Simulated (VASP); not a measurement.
# PbF2 (Fm-3m) in VASP: further runs

Aim: see how the results for PbF2 move with the level of theory and the settings. Levels: RPBE, BLYP, PBE. Tasks: single point.

Program: VASP 6.6.1. These are calculated values, not measurements. Logs are shortened: lines on timing, memory, paths and dates and some standing lists are left out, and cuts for length are marked.

## 1. The cell of the first run

It takes space group Fm-3m (No. 225, cubic). Conventional cell: a = 5.916 Å, b = 5.916 Å, c = 5.916 Å, α = 90.00°, β = 90.00°, γ = 90.00°. Within 3.4 Å of Pb (site symmetry m-3m) lie 8 F at 2.56 Å. Within 3.4 Å of F (site symmetry -43m) lie 4 Pb at 2.56 Å and 6 F at 2.96 Å.

## 2. Single point, RPBE

Input file INCAR:

```
PREC = Accurate
ENCUT = 520
EDIFF = 1E-7
ISMEAR = 0
SIGMA = 0.1
LREAL = F
LASPH = T
NELM = 80
ALGO = Normal
ISIF = 2
LWAVE = F
LCHARG = T
GGA = RP
LELF = T
LVHAR = T
NBANDS = 21
```

Input file KPOINTS:

```
regular mesh
0
Gamma
  3 3 3
```

Input file POSCAR:

```
PbF2
1.0
    0.0000000000      2.9579484323      2.9579484323
    2.9579484323      0.0000000000      2.9579484323
    2.9579484323      2.9579484323      0.0000000000
Pb F
1 2
Direct
    0.0000000000      0.0000000000      0.0000000000
    0.7500000000      0.7500000000      0.7500000000
    0.2500000000      0.2500000000      0.2500000000
```

Potentials or basis: VASP PAW PBE potentials, release 64 (Pb_d, F).

Command:

```
cat potpaw_PBE.64/Pb_d/POTCAR potpaw_PBE.64/F/POTCAR > POTCAR
mpirun -np 1 vasp_std > vasp.out
```

OUTCAR:

```text
PREC = Accurate
   ENCUT = 520
   EDIFF = 1E-7
   ISMEAR = 0
   LREAL = F
   LASPH = T
   NELM = 80
   ISIF = 2
   GGA = RP

 ion  position               nearest neighbor table
   1  0.000  0.000  0.000-   2 2.56   3 2.56   2 2.56   2 2.56   3 2.56   2 2.56   3 2.56   3 2.56

   2  0.750  0.750  0.750-   1 2.56   1 2.56   1 2.56   1 2.56
   3  0.250  0.250  0.250-   1 2.56   1 2.56   1 2.56   1 2.56

  LATTYP: Found a face centered cubic cell.
 ALAT       =     5.9158968646

  Lattice vectors:

 A1 = (   0.0000000000,   2.9579484323,   2.9579484323)
 A2 = (   2.9579484323,   0.0000000000,   2.9579484323)
 A3 = (   2.9579484323,   2.9579484323,   0.0000000000)

Analysis of symmetry for initial positions (statically):
=====================================================================
 Subroutine PRICEL returns:
 Original cell was already a primitive cell.

 Routine SETGRP: Setting up the symmetry group for a
 face centered cubic supercell.

 Subroutine GETGRP returns: Found 48 space group operations
 (whereof 48 operations were pure point group operations)
 out of a pool of 48 trial point group operations.

The static configuration has the point symmetry O_h .

Analysis of symmetry for dynamics (positions and initial velocities):
=====================================================================
 Subroutine PRICEL returns:
 Original cell was already a primitive cell.

 Routine SETGRP: Setting up the symmetry group for a
 face centered cubic supercell.

 Subroutine GETGRP returns: Found 48 space group operations
 (whereof 48 operations were pure point group operations)
 out of a pool of 48 trial point group operations.

The dynamic configuration has the point symmetry O_h .

 Subroutine INISYM returns: Found 48 space group operations
 (whereof 48 operations are pure point group operations),
 and found     1 'primitive' translations

----------------------------------------------------------------------------------------

                                     Primitive cell

  volume of cell :      51.7609

  direct lattice vectors                    reciprocal lattice vectors
     0.000000000  2.957948432  2.957948432    -0.169036077  0.169036077  0.169036077
     2.957948432  0.000000000  2.957948432     0.169036077 -0.169036077  0.169036077
     2.957948432  2.957948432  0.000000000     0.169036077  0.169036077 -0.169036077

  length of vectors
     4.183170790  4.183170790  4.183170790     0.292779074  0.292779074  0.292779074

  position of ions in fractional coordinates (direct lattice)
     0.000000000  0.000000000  0.000000000
     0.750000000  0.750000000  0.750000000
     0.250000000  0.250000000  0.250000000

  ion indices of the primitive-cell ions
   primitive index   ion index
                 1           1
                 2           2
                 3           3

----------------------------------------------------------------------------------------

 KPOINTS: regular mesh

Automatic generation of k-mesh.
 Grid dimensions read from file:
 generate k-points for:    3    3    3

 Generating k-lattice:

  Cartesian coordinates                     Fractional coordinates (reciprocal lattice)
    -0.056345359  0.056345359  0.056345359     0.333333333  0.000000000  0.000000000
     0.056345359 -0.056345359  0.056345359     0.000000000  0.333333333  0.000000000
     0.056345359  0.056345359 -0.056345359     0.000000000  0.000000000  0.333333333

  Length of vectors
     0.097593025  0.097593025  0.097593025

  Shift w.r.t. Gamma in fractional coordinates (k-lattice)
     0.000000000  0.000000000  0.000000000

 Subroutine IBZKPT returns following result:
 ===========================================

 Found      4 irreducible k-points:

 Following reciprocal coordinates:
            Coordinates               Weight
  0.000000  0.000000  0.000000      1.000000
  0.333333  0.000000  0.000000      8.000000
  0.333333  0.333333  0.000000      6.000000
 -0.333333  0.333333  0.000000     12.000000
   k-points           NKPTS =      4   k-points in BZ     NKDIM =      4   number of bands    NBANDS=     21
   number of dos      NEDOS =    301   number of ions     NIONS =      3
   total plane-waves  NPLWV =  32768
   dimension x,y,z NGX =    32 NGY =   32 NGZ =   32
   dimension x,y,z NGXF=    64 NGYF=   64 NGZF=   64
   ions per type =               1   2
   NGX,Y,Z   is equivalent  to a cutoff of  12.72, 12.72, 12.72 a.u.
   NGXF,Y,Z  is equivalent  to a cutoff of  25.43, 25.43, 25.43 a.u.
 SYSTEM =  unknown system
   PREC   = accura    normal or accurate (medium, high low for compatibility)
   ISTART =      0    job   : 0-new  1-cont  2-samecut
   ICHARG =      2    charge: 1-file 2-atom 10-const
   ISPIN  =      1    spin polarized calculation?
   LNONCOLLINEAR =      F non collinear calculations
   LSORBIT =      F    spin-orbit coupling
   LASPH  =      T    aspherical Exc in radial PAW
   ENCUT  =  520.0 eV  38.22 Ry    6.18 a.u.   7.78  7.78  7.78*2*pi/ulx,y,z
   NELM   =     80;   NELMIN=  2; NELMDL= -5     # of ELM steps
   EDIFF  = 0.1E-06   stopping-criterion for ELM
   LREAL  =      F    real-space projection
   EDIFFG = 0.1E-05   stopping-criterion for IOM
   NSW    =      0    number of steps for IOM
   IBRION =     -1    ionic relax: 0-MD 1-quasi-New 2-CG
   NFREE  =      0    steps in history (QN), initial steepest desc. (CG)
   ISIF   =      2    stress and relaxation
   ISYM   =      2    0-nonsym 1-usesym 2-fastsym
   POTIM  = 0.5000    time-step for ionic-motion
   TEBEG  =    0.0;   TEEND  =   0.0 temperature during run
   PSTRESS=    0.0 pullay stress
   NELECT =      28.0000    total number of electrons
   NUPDOWN=      -1.0000    fix difference up-down
   EMIN   =  10.00;   EMAX   =-10.00  energy-range for DOS
   EFERMI =   0.00;   METHOD = LEGACY
   ISMEAR =     0;   SIGMA  =   0.10  broadening in eV -4-tet -1-fermi 0-gaus
   EFERMI_NEDOS =   21; number of points for ismear=-14 and -15
   IALGO  =     38    algorithm
   IMIX   =      4    mixing-type and parameters
     AMIX     =   0.40;   BMIX     =  1.00
     AMIX_MAG =   1.60;   BMIX_MAG =  1.00
  volume/ion in A,a.u.               =      17.25       116.43
  Fermi-wavevector in a.u.,A,eV,Ry     =   1.333911  2.520727 24.209105  1.779319
  Thomas-Fermi vector in A             =   2.462733
   LORBIT       =      0    0 simple, 1 ext, 2 COOP (PROOUT), +10 PAW based schemes
   GGA     = RP    functional components
   LHFCALC =     F    Hartree Fock is set to
   AEXX    =    0.0000 exact exchange contribution
   IVDW    =     0    specifies the selected vdW correction
   LEPSILON=     F    determine dielectric tensor
   LRPA    =     F    only Hartree local field effects (RPA)
 non-spin polarized calculation
 Gauss-broadening in eV      SIGMA  =   0.10
  energy-cutoff  :      520.00
  volume of cell :       51.76
 maximum number of plane-waves:      1411
   NGX = 15   NGY = 15   NGZ = 15

 number of electron      28.0000001 magnetization

 Free energy of the ion-electron system (eV)
  ---------------------------------------------------
  ext. energy  EPLUGINS =         0.00000000
  ---------------------------------------------------
  free energy    TOTEN  =       -13.45739859 eV

  energy without entropy =      -13.45739859  energy(sigma->0) =      -13.45739859

 E-fermi :   2.6994     XC(G=0):  -9.0763

 val. band max:        2.1296161502   @ k =  -0.3333   0.3333   0.0000
 cond. band min:       6.9610193400   @ k =   0.3333   0.3333   0.0000
 fundamental gap:      4.8314031898
 Fermi energy:         2.6993967919

 k-point     1 :       0.0000    0.0000    0.0000
  band No.  band energies     occupation
      1     -19.0958      2.00000
      2     -18.4816      2.00000
      3     -12.3879      2.00000
      4     -12.3879      2.00000
      5     -12.3879      2.00000
      6     -12.3380      2.00000
      7     -12.3380      2.00000
      8      -2.4577      2.00000
      9      -0.3406      2.00000
     10      -0.3405      2.00000
     11      -0.3405      2.00000
     12       0.1503      2.00000
     13       0.1503      2.00000
     14       0.1503      2.00000
     15       9.0428      0.00000
     16       9.0428      0.00000
     17       9.0428      0.00000
     18      13.1608      0.00000
     19      17.5187      0.00000
     20      17.5187      0.00000
     21      19.9011      0.00000

 k-point     2 :       0.3333    0.0000    0.0000
  band No.  band energies     occupation
      1     -18.9214      2.00000
      2     -18.6382      2.00000
      3     -12.3728      2.00000
      4     -12.3728      2.00000
      5     -12.3206      2.00000
      6     -12.3206      2.00000
      7     -12.2295      2.00000
      8      -3.5169      2.00000
      9      -0.7559      2.00000
     10      -0.4946      2.00000
     11      -0.4946      2.00000
     12       0.0277      2.00000
     13       0.0277      2.00000
     14       1.7243      2.00000
     15       7.5320      0.00000
     16       9.6986      0.00000
     17       9.6986      0.00000
     18      15.6830      0.00000
     19      16.3228      0.00000
     20      16.3228      0.00000
     21      17.3527      0.00000

 k-point     3 :       0.3333    0.3333    0.0000
  band No.  band energies     occupation
      1     -18.8901      2.00000
      2     -18.6575      2.00000
      3     -12.3636      2.00000
      4     -12.3231      2.00000
      5     -12.3231      2.00000
      6     -12.3201      2.00000
      7     -12.2117      2.00000
      8      -3.9087      2.00000
      9      -1.1841      2.00000
     10      -1.1841      2.00000
     11       0.3239      2.00000
     12       0.4884      2.00000
     13       0.4884      2.00000
     14       1.6114      2.00000
     15       6.9610      0.00000
     16       9.9217      0.00000
     17       9.9217      0.00000
     18      12.5777      0.00000
     19      17.2873      0.00000
     20      18.4569      0.00000
     21      19.8087      0.00000

 k-point     4 :      -0.3333    0.3333    0.0000
  band No.  band energies     occupation
      1     -18.7784      2.00000
      2     -18.7592      2.00000
      3     -12.3575      2.00000
      4     -12.3313      2.00000
      5     -12.3205      2.00000
      6     -12.2394      2.00000
      7     -12.2253      2.00000
      8      -4.1244      2.00000
      9      -1.2679      2.00000
     10      -1.0168      2.00000
     11      -0.1813      2.00000
     12       0.3169      2.00000
     13       0.5436      2.00000
     14       2.1296      2.00000
     15       8.1156      0.00000
     16       8.4800      0.00000
     17      10.1099      0.00000
     18      12.8048      0.00000
     19      17.0187      0.00000
     20      18.3008      0.00000
     21      19.0642      0.00000

------------------------ aborting loop because EDIFF is reached ----------------------------------------

  FORCE on cell =-STRESS in cart. coord.  units (eV):
  Direction    XX          YY          ZZ          XY          YZ          ZX
  --------------------------------------------------------------------------------------
  -------------------------------------------------------------------------------------
  Total        2.0079249      2.0079249      2.0079249     -0.0000000     -0.0000000      0.0000000
  in kB       62.1521648     62.1521648     62.1521648     -0.0000000     -0.0000000      0.0000000
  external PRESSURE =      62.1521648 kB  Pullay stress =       0.0000000 kB

 VOLUME and BASIS-vectors are now :
 -----------------------------------------------------------------------------
  energy-cutoff  :      520.00
  volume of cell :       51.76
      direct lattice vectors                 reciprocal lattice vectors
     0.000000000  2.957948432  2.957948432    -0.169036077  0.169036077  0.169036077
     2.957948432  0.000000000  2.957948432     0.169036077 -0.169036077  0.169036077
     2.957948432  2.957948432  0.000000000     0.169036077  0.169036077 -0.169036077

 POSITION                                       TOTAL-FORCE (eV/Angst)
 -----------------------------------------------------------------------------------
      0.00000      0.00000      0.00000         0.000000      0.000000      0.000000
      4.43692      4.43692      4.43692         0.000000      0.000000      0.000000
      1.47897      1.47897      1.47897        -0.000000     -0.000000     -0.000000
 -----------------------------------------------------------------------------------
    total drift:                                0.000000     -0.000000      0.000000

  FREE ENERGIE OF THE ION-ELECTRON SYSTEM (eV)
  ---------------------------------------------------
  free  energy   TOTEN  =       -13.4573985893 eV

  energy  without entropy=      -13.4573985893  energy(sigma->0) =      -13.45739859
```

It used 7.9 s of CPU time on 1 thread of Intel Xeon 6975P-C, with other jobs on the host.

Results:

```yaml
Free_energy: -13.4574 eV
Pressure: 6.2 GPa
Band_gap_on_the_k_mesh: 4.83 eV, indirect (least direct gap 5.35 eV)
```

Levels at points of the mesh, in eV from the valence-band top:
| k point | band 10 | band 11 | band 12 | band 13 | band 14 | band 15 | band 16 | band 17 | band 18 | band 19 |
| --- | --- | --- | --- | --- | --- | --- | --- | --- | --- | --- |
| (0.00, 0.00, 0.00) | -2.47 | -2.47 | -1.98 | -1.98 | -1.98 | 6.91 | 6.91 | 6.91 | 11.03 | 15.39 |

Caveat: the k points lie up to 0.61 Å⁻¹ apart; the PAW data sets were made with another functional, which shifts forces and pressure a little; spin-orbit coupling is left out, which moves the levels of the heavy elements. A k mesh can miss the band edges.

## 3. Single point, BLYP

Input file INCAR:

```
PREC = Accurate
ENCUT = 520
EDIFF = 1E-7
ISMEAR = -1
SIGMA = 0.008617333262145177
LREAL = False
LASPH = True
NELM = 80
ALGO = Normal
ISIF = 2
LWAVE = False
LCHARG = True
GGA = B5
ALDAX = 1.0
AGGAX = 1.0
AGGAC = 1.0
ALDAC = 0.0
LELF = True
LVHAR = True
ISYM = 0
NBANDS = 21
```

Input file KPOINTS:

```
regular mesh
0
Gamma
  1 2 3
```

POSCAR is that of step 2.

Potentials or basis: VASP PAW PBE potentials, release 64 (Pb_d, F).

Command:

```
cat potpaw_PBE.64/Pb_d/POTCAR potpaw_PBE.64/F/POTCAR > POTCAR
mpirun -np 1 vasp_std > vasp.out
```

It used 20 s of CPU time on 1 thread of Intel Xeon 6975P-C, with other jobs on the host.

The run converged, but its numbers aren't listed here, since they failed a check.

Caveat: the k points lie up to 1.84 Å⁻¹ apart; the PAW data sets were made with another functional, which shifts forces and pressure a little; spin-orbit coupling is left out, which moves the levels of the heavy elements.

## 4. Single point, PBE

Input file INCAR:

```
ALGO = Normal
EDIFF = 1E-7
ENCUT = 520
GGA = PE
ISIF = 2
ISMEAR = 0
LASPH = T
LCHARG = F
LREAL = F
LWAVE = F
NBANDS = 21
NELM = 80
PREC = Accurate
SIGMA = 0.1
```

Input file KPOINTS:

```
k-points
0
Gamma
  4 4 4
```

POSCAR is that of step 3.

Command:

```
cat potpaw_PBE.64/Pb_d/POTCAR potpaw_PBE.64/F/POTCAR > POTCAR
mpirun -np 1 vasp_std > vasp.out
```

It used 10 s of CPU time on 1 thread of Intel Xeon 6975P-C, on a shared host.

The run converged. Its results:

- Free energy: -14.3281 eV
- Pressure: 2.9 GPa
- Band gap on the k mesh: 4.41 eV, indirect (least direct gap 4.56 eV)

Levels at points of the mesh, in eV from the valence-band top:
| k point | band 10 | band 11 | band 12 | band 13 | band 14 | band 15 | band 16 | band 17 | band 18 | band 19 |
| --- | --- | --- | --- | --- | --- | --- | --- | --- | --- | --- |
| (0.00, 0.00, 0.00) | -2.51 | -2.51 | -2.02 | -2.02 | -2.02 | 6.78 | 6.78 | 6.78 | 10.66 | 15.16 |
| (0.50, 0.00, 0.00) | -2.72 | -2.72 | -2.18 | -2.18 | -0.04 | 5.02 | 7.69 | 7.69 | 13.23 | 13.76 |
| (0.50, 0.50, 0.00) | -3.60 | -1.59 | -1.59 | -1.59 | -0.15 | 4.41 | 7.92 | 7.92 | 8.95 | 14.22 |

Caveat: the k points lie up to 0.46 Å⁻¹ apart; spin-orbit coupling is left out, which moves the levels of the heavy elements. A hybrid or GW would open this gap; PBE tends to underestimate it.

(Continued in part 2 of 2.)
